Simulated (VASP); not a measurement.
A run of VASP 6.6.1 is set up as follows.

Contents of INCAR:

```
SYSTEM = Sb
PREC     = Accurate       ! precision mode
ENCUT    = 520            ! plane-wave cutoff, eV
EDIFF    = 1E-6           ! SCF threshold, eV
ISMEAR   = 0              ! smearing method
SIGMA    = 0.1            ! smearing width, eV
LREAL    = .FALSE.        ! projectors in reciprocal space
LASPH    = .TRUE.         ! aspherical terms in the spheres
NELM     = 100            ! most SCF steps
ALGO     = Normal         ! electronic algorithm
ISIF     = 2              ! what is computed and relaxed
LWAVE    = .FALSE.        ! write WAVECAR
LCHARG   = .FALSE.        ! write CHGCAR
GGA      = PE             ! functional
NBANDS   = 18             ! bands
```

The input KPOINTS:

```
Automatic mesh
0
G
  10 10 10
  0 0 0
```

File POSCAR:

```
Sb
1.0
    5.1118287046      0.0000000000      0.0000000000
    0.0000000000      5.1118287046      0.0000000000
    0.0000000000      0.0000000000      5.1118287046
Sb
4
Direct
    0.1250315806      0.1250315806      0.1250315806
    0.3749684194      0.8749684194      0.6250315806
    0.6250315806      0.3749684194      0.8749684194
    0.8749684194      0.6250315806      0.3749684194
```

Potentials or basis: VASP PAW PBE potentials, release 64 (Sb).

Run with:

```bash
$ cat potpaw_PBE.64/Sb/POTCAR > POTCAR
$ mpirun -np 1 vasp_std > vasp.out
```

**Question.** What does it give for the pressure?

**Answer.** 0.0 GPa.

**Question.** What does it give for the band gap on the k mesh?

**Answer.** Zero (band 10 reaches 8.43 eV, above the bottom of band 11 at 5.32 eV).

Caveat: spin-orbit coupling is left out, which moves the levels of the heavy elements.
